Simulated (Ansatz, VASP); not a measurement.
## Two plane-wave programs on Na3GaC

```
CELL_PARAMETERS angstrom
-3.55406 3.55406 5.02620
3.55406 -3.55406 5.02620
3.55406 3.55406 -5.02620
ATOMIC_POSITIONS crystal
Na 0.26558 0.76558 0.03117
Na 0.76558 0.73442 0.50000
Na 0.75000 0.75000 0.00000
Na 0.73442 0.23442 0.96883
Na 0.23442 0.26558 0.50000
Na 0.25000 0.25000 0.00000
Ga 0.75000 0.25000 0.50000
Ga 0.25000 0.75000 0.50000
C 0.50000 0.50000 0.00000
C 0.00000 0.00000 0.00000
```

Alike in both runs: task single point; functional PBE; k mesh 4 × 4 × 4; occupations gaussian, width 0.1 eV; no spin polarisation.

|  | VASP | Ansatz |
| --- | --- | --- |
| version | VASP 6.6.1 | Ansatz 0.2.0 |
| potentials or method | VASP PAW PBE potentials, release 64 (Na_pv, Ga_d, C), cutoff 520 eV | scalar-relativistic, plane waves, PAW |
| valence electrons in the cell | 76 | 88 |

```tsv
	VASP	Ansatz	Ansatz less VASP
gap on the k mesh at the Fermi level (eV)	none	none	-
pressure (GPa)	-1.2	-1.2	-0.03
traceless stress, the component that is largest in VASP (GPa)	0.09	0.09	-0.001
rms of the force components (eV/Å)	0.021	0.021	+0.0005
```

Atom by atom the forces differ by 0.001 eV/Å (rms over components). A gap of «none» marks a metal or a gap that the smearing closes. VASP's potentials hold 76 valence electrons a cell and Ansatz's 88, so a difference there can come from the potentials and not from the codes.
